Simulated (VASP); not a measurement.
BaS:

```
Ba S
1.0
     0.00000    3.19375    3.19375
     3.19375    0.00000    3.19375
     3.19375    3.19375    0.00000
Ba S
1 1
Direct
  0.00000 0.00000 0.00000
  0.50000 0.50000 0.50000
```

* Program: VASP 6.6.1
* Task: relaxation of cell and atoms
* Functional: LDA
* Potentials or basis: VASP PAW LDA potentials, release 64 (Ba_sv, S)
* Cutoff: 500 eV
* k mesh: 6 × 6 × 6
* Occupations: gaussian, width 0.01 eV
* Spin: no spin polarisation

At the start: pressure -1.8 GPa; volume 32.58 Å³/atom.

Question: How do energy, volume and symmetry change on relaxing?

Answer: Over 3 steps the energy falls by 7.6 meV/atom and the volume is 31.30 Å³/atom (-3.9 %); space group Fm-3m (No. 225, to 0.1 Å) before and after.

The path:
```tsv
step	energy change (eV)	largest force (eV/Å)	pressure (GPa)	volume (Å³)
1	0.0000	0.0000	-1.84	65.15
2	-0.0131	0.0000	0.77	61.68
3	-0.0152	0.0000	0.00	62.60
```

Final structure:
```xyz
2
Lattice="0.0000 3.1515 3.1515 3.1515 0.0000 3.1515 3.1515 3.1515 0.0000" Properties=species:S:1:pos:R:3 pbc="T T T"
Ba    0.0000    0.0000    0.0000
S     3.1515    3.1515    3.1515
```
